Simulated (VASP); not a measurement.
Se, 3 atoms in the cell. The typed cell holds 3 atoms: a = 4.367 Å, b = 4.310 Å, c = 4.955 Å, α = 89.36°, β = 88.27°, γ = 118.70°.  This cell differs from its parent crystal: equal xy, yz and zx shear strains of +3 %.

```yaml
Program: VASP 6.6.1
Task: electric field gradients
Functional: PBE
Potentials_or_basis: VASP PAW PBE potentials, release 64 (Se)
Cutoff: 520 eV
k_mesh: 6 × 6 × 5
Occupations: fermi-dirac, width 0.03 eV
Spin: no spin polarisation
Dipole_correction: no
Further_INCAR_settings: ALGO = Normal; EDIFF = 1e-08; NBANDS = 16
```

Potentials or basis: VASP PAW PBE potentials, release 64 (Se).

Launch:

```bash
$ cat potpaw_PBE.64/Se/POTCAR > POTCAR
$ mpirun -np 1 vasp_std > vasp.out
```

Hardware: 1 thread of Intel(R) Xeon(R) 6975P-C (Granite Rapids), on a shared host.

**Question.** How long does it take, and how much memory?

**Answer.** Wall time 34 s on 1 thread of Intel(R) Xeon(R) 6975P-C (Granite Rapids) (shared host), peak memory 0.24 GiB. Counts: scf iterations 14, k points 92.
